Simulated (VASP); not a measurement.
# AlN (zincblende type) (F-43m) in VASP: notebook

Runs on AlN (zincblende type). Level: PBE. Tasks: relaxation of cell and atoms.

Everything below comes from runs of VASP 6.6.1. Logs are shortened: lines on timing, memory, paths and dates and some standing lists are left out, and cuts for length are marked.

**1. The cell of the first run**

The structure is cubic, space group F-43m (No. 216). The conventional cell has a = 3.553 Å, b = 3.553 Å, c = 3.553 Å, α = 90.00°, β = 90.00°, γ = 90.00°. Al (site symmetry -43m) has 4 N at 1.54 Å within 2.1 Å. N (site symmetry -43m) has 4 Al at 1.54 Å within 2.1 Å.

**2. Relaxation of cell and atoms, PBE, target pressure 300 GPa, at which the enthalpy is minimised**

Input file INCAR:

```
  PREC = Accurate
  ENCUT = 600
  EDIFF = 1E-6
  ISMEAR = -1
  SIGMA = 0.1
  LREAL = False
  LASPH = True
  NELM = 100
  ALGO = Normal
  ISIF = 3
  LWAVE = False
  LCHARG = False
  GGA = PE
  IBRION = 2
  NSW = 60
  EDIFFG = -0.005
  PSTRESS = 3000.0
```

Input file KPOINTS:

```
Automatic mesh
0
Gamma
  18 18 18
```

Input file POSCAR:

```
AlN
1.0
    0.0000000000      1.7764967921      1.7764967921
    1.7764967921      0.0000000000      1.7764967921
    1.7764967921      1.7764967921      0.0000000000
Al N
1 1
Direct
    0.0000000000      0.0000000000      0.0000000000
    0.2500000000      0.2500000000      0.2500000000
```

Potentials or basis: VASP PAW PBE potentials, release 64 (Al, N).

The run is started by

```bash
$ cat potpaw_PBE.64/Al/POTCAR potpaw_PBE.64/N/POTCAR > POTCAR
$ mpirun -np 1 vasp_std > vasp.out
```

OUTCAR:

```text
PREC = Accurate
   ENCUT = 600
   EDIFF = 1E-6
   ISMEAR = -1
   LREAL = False
   LASPH = True
   NELM = 100
   ISIF = 3
   GGA = PE
   IBRION = 2
   NSW = 60
   EDIFFG = -0.005
   PSTRESS = 3000.0

 ion  position               nearest neighbor table
   1  0.000  0.000  0.000-   2 1.54   2 1.54   2 1.54   2 1.54
   2  0.250  0.250  0.250-   1 1.54   1 1.54   1 1.54   1 1.54

  LATTYP: Found a face centered cubic cell.
 ALAT       =     3.5529935842

  Lattice vectors:

 A1 = (   0.0000000000,   1.7764967921,   1.7764967921)
 A2 = (   1.7764967921,   0.0000000000,   1.7764967921)
 A3 = (   1.7764967921,   1.7764967921,   0.0000000000)

Analysis of symmetry for initial positions (statically):
=====================================================================
 Subroutine PRICEL returns:
 Original cell was already a primitive cell.

 Routine SETGRP: Setting up the symmetry group for a
 face centered cubic supercell.

 Subroutine GETGRP returns: Found 24 space group operations
 (whereof 24 operations were pure point group operations)
 out of a pool of 48 trial point group operations.

The static configuration has the point symmetry T_d .

Analysis of symmetry for dynamics (positions and initial velocities):
=====================================================================
 Subroutine PRICEL returns:
 Original cell was already a primitive cell.

 Routine SETGRP: Setting up the symmetry group for a
 face centered cubic supercell.

 Subroutine GETGRP returns: Found 24 space group operations
 (whereof 24 operations were pure point group operations)
 out of a pool of 48 trial point group operations.

The dynamic configuration has the point symmetry T_d .

 Subroutine INISYM returns: Found 24 space group operations
 (whereof 24 operations are pure point group operations),
 and found     1 'primitive' translations

----------------------------------------------------------------------------------------

                                     Primitive cell

  volume of cell :      11.2130

  direct lattice vectors                    reciprocal lattice vectors
     0.000000000  1.776496792  1.776496792    -0.281452802  0.281452802  0.281452802
     1.776496792  0.000000000  1.776496792     0.281452802 -0.281452802  0.281452802
     1.776496792  1.776496792  0.000000000     0.281452802  0.281452802 -0.281452802

  length of vectors
     2.512345857  2.512345857  2.512345857     0.487490553  0.487490553  0.487490553

  position of ions in fractional coordinates (direct lattice)
     0.000000000  0.000000000  0.000000000
     0.250000000  0.250000000  0.250000000

  ion indices of the primitive-cell ions
   primitive index   ion index
                 1           1
                 2           2

----------------------------------------------------------------------------------------

 KPOINTS: Automatic mesh

Automatic generation of k-mesh.
 Grid dimensions read from file:
 generate k-points for:   18   18   18

 Generating k-lattice:

  Cartesian coordinates                     Fractional coordinates (reciprocal lattice)
    -0.015636267  0.015636267  0.015636267     0.055555556  0.000000000  0.000000000
     0.015636267 -0.015636267  0.015636267     0.000000000  0.055555556  0.000000000
     0.015636267  0.015636267 -0.015636267     0.000000000  0.000000000  0.055555556

  Length of vectors
     0.027082809  0.027082809  0.027082809

  Shift w.r.t. Gamma in fractional coordinates (k-lattice)
     0.000000000  0.000000000  0.000000000

 Subroutine IBZKPT returns following result:
 ===========================================

 Found    195 irreducible k-points:

 Following reciprocal coordinates:
            Coordinates               Weight
  0.000000  0.000000  0.000000      1.000000
  0.055556  0.000000  0.000000      8.000000
  0.111111  0.000000  0.000000      8.000000
  0.166667  0.000000  0.000000      8.000000
  0.222222  0.000000  0.000000      8.000000
  0.277778  0.000000  0.000000      8.000000
[... 16 lines left out ...]
 -0.277778  0.055556  0.000000     24.000000
 -0.222222  0.055556  0.000000     24.000000
 [... further k-points ...]
   k-points           NKPTS =    195   k-points in BZ     NKDIM =    195   number of bands    NBANDS=      8
   number of dos      NEDOS =    301   number of ions     NIONS =      2
   total plane-waves  NPLWV =   8000
   dimension x,y,z NGX =    20 NGY =   20 NGZ =   20
   dimension x,y,z NGXF=    40 NGYF=   40 NGZF=   40
   ions per type =               1   1
   NGX,Y,Z   is equivalent  to a cutoff of  13.23, 13.23, 13.23 a.u.
   NGXF,Y,Z  is equivalent  to a cutoff of  26.47, 26.47, 26.47 a.u.
 SYSTEM =  unknown system
   PREC   = accura    normal or accurate (medium, high low for compatibility)
   ISTART =      0    job   : 0-new  1-cont  2-samecut
   ICHARG =      2    charge: 1-file 2-atom 10-const
   ISPIN  =      1    spin polarized calculation?
   LNONCOLLINEAR =      F non collinear calculations
   LSORBIT =      F    spin-orbit coupling
   LASPH  =      T    aspherical Exc in radial PAW
   ENCUT  =  600.0 eV  44.10 Ry    6.64 a.u.   5.02  5.02  5.02*2*pi/ulx,y,z
   NELM   =    100;   NELMIN=  2; NELMDL= -5     # of ELM steps
   EDIFF  = 0.1E-05   stopping-criterion for ELM
   LREAL  =      F    real-space projection
   EDIFFG = -.5E-02   stopping-criterion for IOM
   NSW    =     60    number of steps for IOM
   IBRION =      2    ionic relax: 0-MD 1-quasi-New 2-CG
   NFREE  =      1    steps in history (QN), initial steepest desc. (CG)
   ISIF   =      3    stress and relaxation
   ISYM   =      2    0-nonsym 1-usesym 2-fastsym
   POTIM  = 0.5000    time-step for ionic-motion
   TEBEG  =    0.0;   TEEND  =   0.0 temperature during run
   PSTRESS= 3000.0 pullay stress
   NELECT =       8.0000    total number of electrons
   NUPDOWN=      -1.0000    fix difference up-down
   EMIN   =  10.00;   EMAX   =-10.00  energy-range for DOS
   EFERMI =   0.00;   METHOD = LEGACY
   ISMEAR =    -1;   SIGMA  =   0.10  broadening in eV -4-tet -1-fermi 0-gaus
   EFERMI_NEDOS =   21; number of points for ismear=-14 and -15
   IALGO  =     38    algorithm
   IMIX   =      4    mixing-type and parameters
     AMIX     =   0.40;   BMIX     =  1.00
     AMIX_MAG =   1.60;   BMIX_MAG =  1.00
  volume/ion in A,a.u.               =       5.61        37.83
  Fermi-wavevector in a.u.,A,eV,Ry     =   1.462841  2.764368 29.115151  2.139903
  Thomas-Fermi vector in A             =   2.579006
   LORBIT       =      0    0 simple, 1 ext, 2 COOP (PROOUT), +10 PAW based schemes
   GGA     = PE    functional components
   LHFCALC =     F    Hartree Fock is set to
   AEXX    =    0.0000 exact exchange contribution
   IVDW    =     0    specifies the selected vdW correction
   LEPSILON=     F    determine dielectric tensor
   LRPA    =     F    only Hartree local field effects (RPA)
 conjugate gradient relaxation of ions
 non-spin polarized calculation
  energy-cutoff  :      600.00
  volume of cell :       11.21
 maximum number of plane-waves:       388
   NGX =  9   NGY =  9   NGZ =  9

--------------------------------------- Ionic step        1  -------------------------------------------

 number of electron       7.9999998 magnetization

 Free energy of the ion-electron system (eV)
  ---------------------------------------------------
  ext. energy  EPLUGINS =         0.00000000
  ---------------------------------------------------
  free energy    TOTEN  =        -6.87253471 eV

  energy without entropy =       -6.87253471  energy(sigma->0) =       -6.87253471

------------------------ aborting loop because EDIFF is reached ----------------------------------------

  FORCE on cell =-STRESS in cart. coord.  units (eV):
  Direction    XX          YY          ZZ          XY          YZ          ZX
  --------------------------------------------------------------------------------------
  -------------------------------------------------------------------------------------
  Total       29.6650253     29.6650253     29.6650253      0.0000000      0.0000000     -0.0000000
  in kB     4238.6936257   4238.6936257   4238.6936257      0.0000000      0.0000000     -0.0000000
  external PRESSURE =    1238.6936257 kB  Pullay stress =    3000.0000000 kB
[... 23 lines left out ...]
  enthalpy is  TOTEN    =        14.1233389506 eV   P V=       20.9958736599

--------------------------------------- Ionic step        2  -------------------------------------------

 number of electron       8.0000002 magnetization

 E-fermi :   8.2913     XC(G=0): -11.1534

 val. band max:        6.4624472375   @ k =   0.0000   0.0000   0.0000
 cond. band min:       9.7949410964   @ k =   0.5000   0.5000   0.0000
 fundamental gap:      3.3324938589
 Fermi energy:         8.2913174505

 k-point     1 :       0.0000    0.0000    0.0000
  band No.  band energies     occupation
      1      -8.8285      2.00000
      2       6.4624      2.00000
      3       6.4624      2.00000
      4       6.4624      2.00000
      5      11.0948      0.00000
      6      19.5160      0.00000
      7      19.5160      0.00000
      8      19.5160      0.00000
[... 320 lines left out ...]
  FREE ENERGIE OF THE ION-ELECTRON SYSTEM (eV)
  ---------------------------------------------------
  free  energy   TOTEN  =       -10.0268439458 eV

  energy  without entropy=      -10.0268439435  energy(sigma->0) =      -10.02684394

  enthalpy is  TOTEN    =        13.7349646609 eV   P V=       23.7618086066

[... ionic steps 4 to 15 ...]

--------------------------------------- Ionic step       16  -------------------------------------------

 number of electron       8.0000001 magnetization

------------------------ aborting loop because EDIFF is reached ----------------------------------------

  FORCE on cell =-STRESS in cart. coord.  units (eV):
  Direction    XX          YY          ZZ          XY          YZ          ZX
  --------------------------------------------------------------------------------------
  -------------------------------------------------------------------------------------
  Total       23.1724598     23.1724598     23.1724598      0.0000000      0.0000000      0.0000000
  in kB     3004.2933912   3004.2933912   3004.2933912      0.0000000      0.0000000      0.0000000
  external PRESSURE =       4.2933912 kB  Pullay stress =    3000.0000000 kB
[... 61 lines left out ...]
  enthalpy is  TOTEN    =        13.7057841052 eV   P V=       23.1427880706

--------------------------------------- Ionic step       18  -------------------------------------------

 number of electron       8.0000001 magnetization

 Free energy of the ion-electron system (eV)
  ---------------------------------------------------
  ext. energy  EPLUGINS =         0.00000000
  ---------------------------------------------------
  free energy    TOTEN  =        -9.44389388 eV

  energy without entropy =       -9.44389388  energy(sigma->0) =       -9.44389388

 E-fermi :  13.9993     XC(G=0): -13.4355

 val. band max:       12.1531308872   @ k =  -0.1111   0.1111   0.0000
 cond. band min:      15.4776048088   @ k =   0.5000   0.5000   0.0000
 fundamental gap:      3.3244739216
 Fermi energy:        13.9992629844

 k-point     1 :       0.0000    0.0000    0.0000
  band No.  band energies     occupation
      1      -6.4515      2.00000
      2      12.0996      2.00000
      3      12.0996      2.00000
      4      12.0996      2.00000
      5      21.8398      0.00000
      6      30.7857      0.00000
      7      30.7857      0.00000
      8      30.7857      0.00000
[... 282 lines left out ...]
  FREE ENERGIE OF THE ION-ELECTRON SYSTEM (eV)
  ---------------------------------------------------
  free  energy   TOTEN  =        -9.4438938831 eV

  energy  without entropy=       -9.4438938807  energy(sigma->0) =       -9.44389388

  enthalpy is  TOTEN    =        13.7057826528 eV   P V=       23.1496765359

 reached required accuracy - stopping structural energy minimisation
```

Wall time 37 s (1 thread of Intel Xeon 6975P-C (Granite Rapids), shared host); peak memory 0.14 GiB.

What came out:

```yaml
Free_energy: -9.4439 eV
Relaxed_volume: 6.18 Å³/atom
Relaxed_cell: a = 2.595 Å, b = 2.595 Å, c = 2.595 Å, α = 60.00°, β = 60.00°, γ = 60.00°
Space_group_after_relaxing_to_0.05_Å: F-43m (No. 216)
Energy_change_on_relaxing_the_enthalpy_is_what_falls: -1285.7 meV/atom
Ionic_steps: 18
Pressure_after_relaxing: 299.9 GPa
Band_gap_on_the_k_mesh: 3.32 eV, indirect (least direct gap 5.56 eV)
```

The path:
| step | energy change (eV) | largest force (eV/Å) | pressure (GPa) | volume (Å³) |
| --- | --- | --- | --- | --- |
| 1 | 0.0000 | 0.0000 | 423.87 | 11.21 |
| 2 | -7.8545 | 0.0000 | 13.29 | 19.82 |
| 3 | -3.1543 | 0.0000 | 271.97 | 12.69 |
| 4 | -2.6009 | 0.0000 | 298.51 | 12.38 |
| 5 | -2.5559 | 0.0000 | 300.66 | 12.36 |
| 6 | -2.5563 | 0.0000 | 300.65 | 12.36 |
| 7 | -2.5576 | 0.0000 | 300.59 | 12.36 |
| 8 | -2.5576 | 0.0000 | 300.58 | 12.36 |
| 9 | -2.5576 | 0.0000 | 300.58 | 12.36 |
| 10 | -2.5576 | 0.0000 | 300.58 | 12.36 |
| 11 | -2.5577 | 0.0000 | 300.58 | 12.36 |
| 12 | -2.5578 | 0.0000 | 300.57 | 12.36 |
| 13 | -2.5580 | 0.0000 | 300.56 | 12.36 |
| 14 | -2.5584 | 0.0000 | 300.55 | 12.36 |
| 15 | -2.5593 | 0.0000 | 300.51 | 12.36 |
| 16 | -2.5610 | 0.0000 | 300.43 | 12.36 |
| 17 | -2.5645 | 0.0000 | 300.27 | 12.36 |
| 18 | -2.5714 | 0.0000 | 299.92 | 12.36 |

Final structure:
```
Al N
1.0
     0.00000    1.83528    1.83528
     1.83528    0.00000    1.83528
     1.83528    1.83528    0.00000
Al N
1 1
Direct
  0.00000 0.00000 0.00000
  0.25000 0.25000 0.25000
```

Caveat: the cell is relaxed towards a set pressure, so the enthalpy falls and the energy may rise. A hybrid or GW would open this gap; PBE tends to underestimate it.

**3. Relaxation of cell and atoms, PBE, target pressure 300 GPa, at which the enthalpy is minimised**

This run uses another cell than the first one, of 6.15 Å³/atom, 1.097 times its volume.

INCAR, as its differences from that of step 2:

```diff
@@ -7,3 +7,3 @@
   LASPH = True
-  NELM = 100
+  NELM = 60
   ALGO = Normal
@@ -14,3 +14,3 @@
   IBRION = 2
-  NSW = 60
+  NSW = 32
   EDIFFG = -0.005
```

Input file KPOINTS:

```
regular mesh
0
Gamma
  18 18 18
```

Input file POSCAR:

```
AlN
1.0
    0.0000000000      1.8320304172      1.8320304172
    1.8320304172      0.0000000000      1.8320304172
    1.8320304172      1.8320304172      0.0000000000
Al N
1 1
Direct
    0.0000000000      0.0000000000      0.0000000000
    0.2500000000      0.2500000000      0.2500000000
```

Potentials or basis: VASP PAW PBE potentials, release 64 (Al, N).

The run is started by

```bash
$ cat potpaw_PBE.64/Al/POTCAR potpaw_PBE.64/N/POTCAR > POTCAR
$ mpirun -np 1 vasp_std > vasp.out
```

Wall time 16 s (1 thread of Intel Xeon 6975P-C (Granite Rapids), shared host); peak memory 0.15 GiB.

It converged, with:

```
Free energy                                            : -9.4442 eV
Relaxed volume                                         : 6.18 Å³/atom
Relaxed cell                                           : a = 2.595 Å, b = 2.595 Å, c = 2.595 Å, α = 60.00°, β = 60.00°, γ = 60.00°
Space group after relaxing (to 0.05 Å)                 : F-43m (No. 216)
Energy change on relaxing (the enthalpy is what falls) : -61.4 meV/atom
Ionic steps                                            : 3
Pressure after relaxing                                : 299.9 GPa
Band gap on the k mesh                                 : 3.32 eV, indirect (least direct gap 5.56 eV)
```

The path:
```csv
step,energy change (eV),largest force (eV/Å),pressure (GPa),volume (Å³)
1,0.0000,0.0000,305.83,12.30
2,-0.7238,0.0000,271.12,12.70
3,-0.1229,0.0000,299.95,12.36
```

Final structure:
```
CELL_PARAMETERS angstrom
0.00000 1.83525 1.83525
1.83525 0.00000 1.83525
1.83525 1.83525 0.00000
ATOMIC_POSITIONS crystal
Al 0.00000 0.00000 0.00000
N 0.25000 0.25000 0.25000
```

Levels at points of the mesh, in eV from the valence-band top:
```
           k point  band 1  band 2  band 3  band 4  band 5  band 6  band 7  band 8
(0.00, 0.00, 0.00)  -18.61   -0.05   -0.05   -0.05    9.69   18.63   18.63   18.63
(0.50, 0.00, 0.00)  -14.56   -8.46   -0.49   -0.49   12.65   13.73   14.72   14.72
(0.50, 0.50, 0.00)  -13.28   -6.97   -2.24   -2.24    3.32   12.04   23.10   23.10
```

Caveat: the cell is relaxed towards a set pressure, so the enthalpy falls and the energy may rise. A k mesh can miss the band edges.
